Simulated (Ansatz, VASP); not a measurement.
## Ti4H2O9: VASP beside Ansatz

```
O Ti H
1.0
     5.90853    0.00000    0.00000
     0.00000    6.51694    0.00000
     0.00000    0.00000   26.03831
O Ti H
18 8 4
Direct
  0.00000 0.00000 0.30724
  0.50000 0.00000 0.30724
  0.25000 0.30438 0.35620
  0.75000 0.30438 0.35620
  0.25000 0.69562 0.35620
  0.75000 0.69562 0.35620
  0.00000 0.00000 0.40516
  0.50000 0.00000 0.40516
  0.00000 0.50000 0.43238
  0.50000 0.50000 0.43238
  0.24971 0.80907 0.48027
  0.74931 0.80889 0.48020
  0.25076 0.19302 0.48786
  0.75093 0.19299 0.48785
  0.00050 0.52095 0.53028
  0.49993 0.52123 0.53019
  0.00298 0.92177 0.56317
  0.50468 0.92375 0.56348
  0.00000 0.50000 0.35620
  0.50000 0.50000 0.35620
  0.25000 0.00000 0.35620
  0.75000 0.00000 0.35620
  0.00368 0.99864 0.47660
  0.50371 0.99880 0.47654
  0.25091 0.49860 0.48633
  0.75064 0.49836 0.48661
  0.85349 0.95903 0.57652
  0.35713 0.96416 0.57735
  0.99756 0.76923 0.55881
  0.49632 0.77140 0.55940
```

Alike in both runs: task single point; functional PBE; dispersion D3(BJ); k mesh 3 × 3 × 1; occupations gaussian, width 0.05 eV; no spin polarisation.

|  | VASP | Ansatz |
| --- | --- | --- |
| version | VASP 6.6.1 | Ansatz 0.2.0 |
| potentials or method | VASP PAW PBE potentials, release 64 (O, Ti_sv, H), cutoff 520 eV | scalar-relativistic, plane waves, PAW |
| valence electrons in the cell | 208 | 208 |

|  | VASP | Ansatz | Ansatz less VASP |
| --- | --- | --- | --- |
| gap on the k mesh at the Fermi level (eV) | 1.58 | 1.59 | +0.010 |
| least direct gap on the mesh (eV) | 1.58 | 1.59 | +0.010 |
| rms of the force components (eV/Å) | 1.068 | 1.078 | +0.0102 |
